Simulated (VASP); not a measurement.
Runs of VASP 6.6.1 on Si. The structure is that of space group Im-3m (No. 229), or close to it. The cells are those of the table. 

| cell | k mesh | gap on the mesh (eV) | pressure (GPa) |
| --- | --- | --- | --- |
| a = 2.679 Å, angles 109.5°, 1 atom | 16 × 16 × 16 | none | (b) |
| a = 2.782 Å, angles 109.5°, 1 atom | 16 × 16 × 16 | none | -8.2 |
| a = 2.679 Å, angles 109.5°, 1 atom | 14 × 14 × 14 | none | (a) |
| a = 2.643 Å, angles 109.5°, 1 atom | 16 × 16 × 16 | none | 3.9 |
| a = 2.714 Å, angles 109.5°, 1 atom | 16 × 16 × 16 | none | -3.5 |

Alike in all rows: task single point; level RPBE; potentials or basis VASP PAW PBE potentials, release 64 (Si); no spin polarisation; cutoff (eV) 520; smearing fermi-dirac 0.1 eV.

Problem. Estimate the missing entries.

Solution. (a) -0.4; (b) -0.2.

Caveats: the PAW data sets were made with another functional, which shifts forces and pressure a little.

A gap of «none» marks levels without a gap at the run's occupations.
